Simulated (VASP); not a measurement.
A run of VASP 6.6.1 is set up as follows.

The input INCAR:

```
SYSTEM = Ta
  ALGO = Normal
  EDIFF = 1E-6
  ENCUT = 520
  GGA = PS
  ISIF = 2
  ISMEAR = 0
  LASPH = .TRUE.
  LCHARG = .TRUE.
  LELF = .TRUE.
  LREAL = .FALSE.
  LVHAR = .TRUE.
  LWAVE = .FALSE.
  NBANDS = 12
  NELM = 60
  PREC = Accurate
  SIGMA = 0.15
```

The input KPOINTS:

```
k-points
0
G
  26 26 26
  0 0 0
```

The input POSCAR:

```
Ta
1.0
   -1.5746493717      1.5746493717      1.5746493717
    1.5746493717     -1.5746493717      1.5746493717
    1.5746493717      1.5746493717     -1.5746493717
Ta
1
Direct
    0.0000000000      0.0000000000      0.0000000000
```

Potentials or basis: VASP PAW PBE potentials, release 64 (Ta_pv).

Run with:

```bash
$ cat potpaw_PBE.64/Ta_pv/POTCAR > POTCAR
$ mpirun -np 1 vasp_std > vasp.out
```

Problem. Estimate the pressure.

Solution. 32.6 GPa.

Problem. What does it give for the band gap on the k mesh?

Solution. Zero (an odd number of electrons rules out a gap without spin polarisation).

Caveat: the cell differs from its parent crystal (strain -0.040 along x and y, -0.040 along z); the cell stands under pressure; the PAW data sets were made with another functional, which shifts forces and pressure a little; spin-orbit coupling is left out, which moves the levels of the heavy elements.
